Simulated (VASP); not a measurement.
# Si2W (I4/mmm) in VASP: a series of runs

Si2W is run at these levels: PBE; tasks: single point.

Everything below comes from runs of VASP 6.6.1. Logs are shortened: lines on timing, memory, paths and dates and some standing lists are left out, and cuts for length are marked.

## Step 1: The cell of the first run

It takes space group I4/mmm (No. 139, tetragonal). The conventional cell has a = 3.100 Å, b = 3.100 Å, c = 8.535 Å, α = 90.00°, β = 90.00°, γ = 90.00°. Si (site symmetry 4mm) has 9 Si at 2.44 to 3.19 Å and 5 W at 2.67 to 2.71 Å within 3.2 Å. W (site symmetry 4/mmm) has 10 Si at 2.67 to 2.71 Å and 4 W at 3.10 Å within 3.5 Å.

## Step 2: Single point, PBE (c/a of the conventional cell at fixed volume 2.7529)

File INCAR:

```
PREC = Accurate
ENCUT = 520
EDIFF = 1E-6
ISMEAR = 0
SIGMA = 0.15
LREAL = False
LASPH = True
NELM = 100
ALGO = Normal
ISIF = 2
LWAVE = False
LCHARG = False
GGA = PE
NBANDS = 18
```

File KPOINTS:

```
Automatic mesh
0
Gamma
  18 18 18
```

File POSCAR:

```
Si2W
1.0
   -1.5501914337      1.5501914337      4.2675219978
    1.5501914337     -1.5501914337      4.2675219978
    1.5501914337      1.5501914337     -4.2675219978
Si W
2 1
Direct
    0.3133835313      0.3133835313      0.0000000000
    0.6866164687      0.6866164687      0.0000000000
    0.0000000000      0.0000000000      0.0000000000
```

Potentials or basis: VASP PAW PBE potentials, release 64 (Si, W_sv).

Started as:

```console
> cat potpaw_PBE.64/Si/POTCAR potpaw_PBE.64/W_sv/POTCAR > POTCAR
> mpirun -np 1 vasp_std > vasp.out
```

OUTCAR:

```text
PREC = Accurate
   ENCUT = 520
   EDIFF = 1E-6
   ISMEAR = 0
   LREAL = False
   LASPH = True
   NELM = 100
   ISIF = 2
   GGA = PE

 ion  position               nearest neighbor table
   1  0.313  0.313  0.000-   2 2.44   2 2.44   2 2.44   2 2.44   3 2.67   3 2.71   3 2.71   3 2.71
                             3 2.71
   2  0.687  0.687  0.000-   1 2.44   1 2.44   1 2.44   1 2.44   3 2.67   3 2.71   3 2.71   3 2.71
                             3 2.71
   3  0.000  0.000  0.000-   1 2.67   2 2.67   1 2.71   2 2.71   2 2.71   2 2.71   2 2.71   1 2.71
                             1 2.71   1 2.71

  LATTYP: Found a body centered tetragonal cell.
 ALAT       =     3.1003828674
 C/A-ratio  =     2.7529000000

  Lattice vectors:

 A1 = (  -1.5501914337,   1.5501914337,   4.2675219978)
 A2 = (   1.5501914337,  -1.5501914337,   4.2675219978)
 A3 = (   1.5501914337,   1.5501914337,  -4.2675219978)

Analysis of symmetry for initial positions (statically):
=====================================================================
 Subroutine PRICEL returns:
 Original cell was already a primitive cell.

 Routine SETGRP: Setting up the symmetry group for a
 body centered tetragonal supercell.

 Subroutine GETGRP returns: Found 16 space group operations
 (whereof 16 operations were pure point group operations)
 out of a pool of 16 trial point group operations.

The static configuration has the point symmetry D_4h.

Analysis of symmetry for dynamics (positions and initial velocities):
=====================================================================
 Subroutine PRICEL returns:
 Original cell was already a primitive cell.

 Routine SETGRP: Setting up the symmetry group for a
 body centered tetragonal supercell.

 Subroutine GETGRP returns: Found 16 space group operations
 (whereof 16 operations were pure point group operations)
 out of a pool of 16 trial point group operations.

The dynamic configuration has the point symmetry D_4h.

 Subroutine INISYM returns: Found 16 space group operations
 (whereof 16 operations are pure point group operations),
 and found     1 'primitive' translations

----------------------------------------------------------------------------------------

                                     Primitive cell

  volume of cell :      41.0210

  direct lattice vectors                    reciprocal lattice vectors
    -1.550191434  1.550191434  4.267521998     0.000000000  0.322540810  0.117164012
     1.550191434 -1.550191434  4.267521998     0.322540810  0.000000000  0.117164012
     1.550191434  1.550191434 -4.267521998     0.322540810  0.322540810  0.000000000

  length of vectors
     4.797700591  4.797700591  4.797700591     0.343161740  0.343161740  0.456141587

  position of ions in fractional coordinates (direct lattice)
     0.313383531  0.313383531  0.000000000
     0.686616469  0.686616469  0.000000000
     0.000000000  0.000000000  0.000000000

  ion indices of the primitive-cell ions
   primitive index   ion index
                 1           1
                 2           2
                 3           3

----------------------------------------------------------------------------------------

 KPOINTS: Automatic mesh

Automatic generation of k-mesh.
 Grid dimensions read from file:
 generate k-points for:   18   18   18

 Generating k-lattice:

  Cartesian coordinates                     Fractional coordinates (reciprocal lattice)
     0.000000000  0.017918934  0.006509112     0.055555556  0.000000000  0.000000000
     0.017918934  0.000000000  0.006509112     0.000000000  0.055555556  0.000000000
     0.017918934  0.017918934  0.000000000     0.000000000  0.000000000  0.055555556

  Length of vectors
     0.019064541  0.019064541  0.025341199

  Shift w.r.t. Gamma in fractional coordinates (k-lattice)
     0.000000000  0.000000000  0.000000000

 Subroutine IBZKPT returns following result:
 ===========================================

 Found    480 irreducible k-points:

 Following reciprocal coordinates:
            Coordinates               Weight
  0.000000  0.000000  0.000000      1.000000
  0.055556  0.000000  0.000000      8.000000
  0.111111  0.000000  0.000000      8.000000
  0.166667  0.000000 -0.000000      8.000000
  0.222222  0.000000  0.000000      8.000000
  0.277778 -0.000000  0.000000      8.000000
[... 16 lines left out ...]
 -0.277778  0.055556 -0.000000     16.000000
 -0.222222  0.055556  0.000000     16.000000
 [... further k-points ...]
   k-points           NKPTS =    480   k-points in BZ     NKDIM =    480   number of bands    NBANDS=     18
   number of dos      NEDOS =    301   number of ions     NIONS =      3
   total plane-waves  NPLWV =  46656
   dimension x,y,z NGX =    36 NGY =   36 NGZ =   36
   dimension x,y,z NGXF=    72 NGYF=   72 NGZF=   72
   ions per type =               2   1
   NGX,Y,Z   is equivalent  to a cutoff of  12.47, 12.47, 12.47 a.u.
   NGXF,Y,Z  is equivalent  to a cutoff of  24.95, 24.95, 24.95 a.u.
 SYSTEM =  unknown system
   PREC   = accura    normal or accurate (medium, high low for compatibility)
   ISTART =      0    job   : 0-new  1-cont  2-samecut
   ICHARG =      2    charge: 1-file 2-atom 10-const
   ISPIN  =      1    spin polarized calculation?
   LNONCOLLINEAR =      F non collinear calculations
   LSORBIT =      F    spin-orbit coupling
   LASPH  =      T    aspherical Exc in radial PAW
   ENCUT  =  520.0 eV  38.22 Ry    6.18 a.u.   8.92  8.92  8.92*2*pi/ulx,y,z
   NELM   =    100;   NELMIN=  2; NELMDL= -5     # of ELM steps
   EDIFF  = 0.1E-05   stopping-criterion for ELM
   LREAL  =      F    real-space projection
   EDIFFG = 0.1E-04   stopping-criterion for IOM
   NSW    =      0    number of steps for IOM
   IBRION =     -1    ionic relax: 0-MD 1-quasi-New 2-CG
   NFREE  =      0    steps in history (QN), initial steepest desc. (CG)
   ISIF   =      2    stress and relaxation
   ISYM   =      2    0-nonsym 1-usesym 2-fastsym
   POTIM  = 0.5000    time-step for ionic-motion
   TEBEG  =    0.0;   TEEND  =   0.0 temperature during run
   PSTRESS=    0.0 pullay stress
   NELECT =      22.0000    total number of electrons
   NUPDOWN=      -1.0000    fix difference up-down
   EMIN   =  10.00;   EMAX   =-10.00  energy-range for DOS
   EFERMI =   0.00;   METHOD = LEGACY
   ISMEAR =     0;   SIGMA  =   0.15  broadening in eV -4-tet -1-fermi 0-gaus
   EFERMI_NEDOS =   21; number of points for ismear=-14 and -15
   IALGO  =     38    algorithm
   IMIX   =      4    mixing-type and parameters
     AMIX     =   0.40;   BMIX     =  1.00
     AMIX_MAG =   1.60;   BMIX_MAG =  1.00
  volume/ion in A,a.u.               =      13.67        92.27
  Fermi-wavevector in a.u.,A,eV,Ry     =   1.330088  2.513501 24.070517  1.769133
  Thomas-Fermi vector in A             =   2.459201
   LORBIT       =      0    0 simple, 1 ext, 2 COOP (PROOUT), +10 PAW based schemes
   GGA     = PE    functional components
   LHFCALC =     F    Hartree Fock is set to
   AEXX    =    0.0000 exact exchange contribution
   IVDW    =     0    specifies the selected vdW correction
   LEPSILON=     F    determine dielectric tensor
   LRPA    =     F    only Hartree local field effects (RPA)
 non-spin polarized calculation
 Gauss-broadening in eV      SIGMA  =   0.15
  energy-cutoff  :      520.00
  volume of cell :       41.02
 maximum number of plane-waves:      1119
   NGX = 17   NGY = 17   NGZ = 17

 number of electron      22.0000000 magnetization

 Free energy of the ion-electron system (eV)
  ---------------------------------------------------
  ext. energy  EPLUGINS =         0.00000000
  ---------------------------------------------------
  free energy    TOTEN  =       -23.94450402 eV

  energy without entropy =      -23.92964355  energy(sigma->0) =      -23.93707379

 E-fermi :  11.8196     XC(G=0): -12.4725

 val. band max:       11.8174019606   @ k =  -0.4444  -0.4444   0.1111
 cond. band min:      11.8223193582   @ k =   0.3889   0.2222   0.1111
 fundamental gap:      0.0049173976
 Fermi energy:        11.8196221322

 k-point     1 :       0.0000    0.0000    0.0000
  band No.  band energies     occupation
      1     -62.2624      2.00000
      2     -26.6288      2.00000
      3     -26.3221      2.00000
      4     -26.3221      2.00000
      5      -2.6324      2.00000
      6       5.3499      2.00000
[... 10 lines left out ...]
     17      16.7462      0.00000
     18      16.7462      0.00000

 k-point     2 :       0.0556    0.0000    0.0000
  band No.  band energies     occupation
      1     -62.2620      2.00000
      2     -26.6280      2.00000
      3     -26.3309      2.00000
      4     -26.3213      2.00000
      5      -2.5752      2.00000
      6       5.3347      2.00000
[... 10 lines left out ...]
     17      16.7271      0.00000
     18      17.0810      0.00000

 k-point     3 :       0.1111    0.0000    0.0000
  band No.  band energies     occupation
      1     -62.2610      2.00000
      2     -26.6255      2.00000
      3     -26.3562      2.00000
      4     -26.3191      2.00000
      5      -2.4046      2.00000
      6       5.2876      2.00000
[... 10 lines left out ...]
     17      17.3826      0.00000
     18      17.7836      0.00000

 k-point     4 :       0.1667    0.0000   -0.0000
  band No.  band energies     occupation
      1     -62.2594      2.00000
      2     -26.6216      2.00000
      3     -26.3947      2.00000
      4     -26.3158      2.00000
      5      -2.1242      2.00000
      6       5.1926      2.00000
[... 10 lines left out ...]
     17      18.5084      0.00000
     18      18.6182      0.00000

 k-point     5 :       0.2222    0.0000    0.0000
  band No.  band energies     occupation
      1     -62.2575      2.00000
      2     -26.6169      2.00000
      3     -26.4416      2.00000
      4     -26.3116      2.00000
      5      -1.7397      2.00000
      6       4.9871      2.00000
[... 10 lines left out ...]
     17      19.3612      0.00000
     18      19.8408      0.00000

 k-point     6 :       0.2778   -0.0000    0.0000
  band No.  band energies     occupation
      1     -62.2555      2.00000
      2     -26.6119      2.00000
      3     -26.4911      2.00000
      4     -26.3072      2.00000
      5      -1.2587      2.00000
      6       4.5545      2.00000
[... 10 lines left out ...]
     17      19.0595      0.00000
     18      20.6443      0.00000

 k-point     7 :       0.3333    0.0000   -0.0000
  band No.  band energies     occupation
      1     -62.2535      2.00000
      2     -26.6072      2.00000
      3     -26.5373      2.00000
      4     -26.3030      2.00000
      5      -0.6911      2.00000
      6       3.8901      2.00000
[... 10 lines left out ...]
     17      18.3080      0.00000
     18      20.5375      0.00000

 k-point     8 :       0.3889    0.0000   -0.0000
  band No.  band energies     occupation
      1     -62.2520      2.00000
      2     -26.6034      2.00000
      3     -26.5746      2.00000
      4     -26.2996      2.00000
      5      -0.0502      2.00000
      6       3.1174      2.00000
[... 10 lines left out ...]
     17      17.7352      0.00000
     18      19.4068      0.00000
[... 229 lines left out ...]
     17      18.0271      0.00000
     18      18.3732      0.00000

 k-point    20 :      -0.4444    0.0556    0.0000
  band No.  band energies     occupation
      1     -62.2506      2.00000
      2     -26.6007      2.00000
      3     -26.5968      2.00000
      4     -26.3058      2.00000
      5       0.6383      2.00000
      6       2.3890      2.00000
[... 10 lines left out ...]
     17      17.9962      0.00000
     18      18.9589      0.00000

 k-point    21 :      -0.3889    0.0556    0.0000
  band No.  band energies     occupation
      1     -62.2516      2.00000
      2     -26.6022      2.00000
      3     -26.5735      2.00000
      4     -26.3081      2.00000
      5      -0.0562      2.00000
      6       3.1646      2.00000
[... 10 lines left out ...]
     17      17.9838      0.00000
     18      19.9340      0.00000

 k-point    22 :      -0.3333    0.0556   -0.0000
  band No.  band energies     occupation
      1     -62.2532      2.00000
      2     -26.6059      2.00000
      3     -26.5363      2.00000
      4     -26.3115      2.00000
      5      -0.6966      2.00000
      6       3.9439      2.00000
[... 10 lines left out ...]
     17      18.2105      0.00000
     18      20.5791      0.00000

 k-point    23 :      -0.2778    0.0556   -0.0000
  band No.  band energies     occupation
      1     -62.2551      2.00000
      2     -26.6106      2.00000
      3     -26.4902      2.00000
      4     -26.3157      2.00000
      5      -1.2591      2.00000
      6       4.6627      2.00000
[... 10 lines left out ...]
     17      18.8031      0.00000
     18      19.9464      0.00000

 k-point    24 :      -0.2222    0.0556    0.0000
  band No.  band energies     occupation
      1     -62.2571      2.00000
      2     -26.6156      2.00000
      3     -26.4407      2.00000
      4     -26.3202      2.00000
      5      -1.7317      2.00000
      6       5.2114      2.00000
[... 10 lines left out ...]
     17      18.9746      0.00000
     18      19.7415      0.00000

 [... further k-points ...]
[... 5 lines left out ...]
  --------------------------------------------------------------------------------------
  -------------------------------------------------------------------------------------
  Total        3.3988352      3.3988352     -6.6224737      0.0000000      0.0000000      0.0000000
  in kB      132.7499196    132.7499196   -258.6570963      0.0000000      0.0000000      0.0000000
  external PRESSURE =       2.2809143 kB  Pullay stress =       0.0000000 kB

 VOLUME and BASIS-vectors are now :
 -----------------------------------------------------------------------------
  energy-cutoff  :      520.00
  volume of cell :       41.02
      direct lattice vectors                 reciprocal lattice vectors
    -1.550191434  1.550191434  4.267521998     0.000000000  0.322540810  0.117164012
     1.550191434 -1.550191434  4.267521998     0.322540810  0.000000000  0.117164012
     1.550191434  1.550191434 -4.267521998     0.322540810  0.322540810  0.000000000

 POSITION                                       TOTAL-FORCE (eV/Angst)
 -----------------------------------------------------------------------------------
      0.00000      0.00000      2.67474        -0.000000     -0.000000      2.268210
      0.00000      0.00000      5.86030        -0.000000     -0.000000     -2.268210
      0.00000      0.00000      0.00000         0.000000      0.000000     -0.000000
 -----------------------------------------------------------------------------------
    total drift:                                0.000000      0.000000     -0.000000

  FREE ENERGIE OF THE ION-ELECTRON SYSTEM (eV)
  ---------------------------------------------------
  free  energy   TOTEN  =       -23.9445040243 eV

  energy  without entropy=      -23.9296435547  energy(sigma->0) =      -23.93707379
```

Run time: 5.3 min. Hardware: 1 thread of Intel Xeon Platinum 8488C (Sapphire Rapids), shared host; peak memory 0.46 GiB.

Results:

- Free energy: -23.9445 eV
- Pressure: 0.2 GPa
- Largest force: 2.268 eV/Å
- Band gap on the k mesh: zero (band 11 reaches 13.49 eV, above the bottom of band 12 at 10.89 eV)

Forces on the atoms (eV/Å):
```
Si   0.000  0.000  2.268
Si   0.000  0.000 -2.268
W    0.000  0.000  0.000
```

Stress tensor (GPa, compression positive):
```
 13.27   0.00   0.00
  0.00  13.27   0.00
  0.00   0.00 -25.87
```

Caveat: spin-orbit coupling is left out, which moves the levels of the heavy elements; forces of over 1 eV/Å act on the atoms, so gaps and moduli don't describe the material at rest.

(Part 1 of 2 ends here.)
